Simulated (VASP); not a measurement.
The system is Sb2S.

```
CELL_PARAMETERS angstrom
0.00000 3.84297 3.84297
3.84297 0.00000 3.84297
3.84297 3.84297 0.00000
ATOMIC_POSITIONS crystal
Sb 0.25000 0.25000 0.25000
Sb 0.75000 0.75000 0.75000
S 0.00000 0.00000 0.00000
```

Base run:

```yaml
Program: VASP 6.6.1
Functional: RPBE
Potentials_or_basis: VASP PAW PBE potentials, release 64 (Sb, S)
Cutoff: 500 eV
k_mesh: 4 × 4 × 4
Occupations: fermi-dirac, width 0.1 eV
Spin: no spin polarisation
```

Its results: band gap on the k mesh zero (band 8 reaches 4.08 eV, above the bottom of band 9 at 1.91 eV); pressure -7.2 GPa.

The run is repeated on the same cell with these changes: functional from RPBE to r2SCAN; cutoff from 500 eV to 550 eV. What comes out?

Band gap on the k mesh zero (band 8 reaches 3.87 eV, above the bottom of band 9 at 1.57 eV); pressure -8.9 GPa.

Caveats: the PAW data sets were made with another functional, which shifts forces and pressure a little; spin-orbit coupling is left out, which moves the levels of the heavy elements.
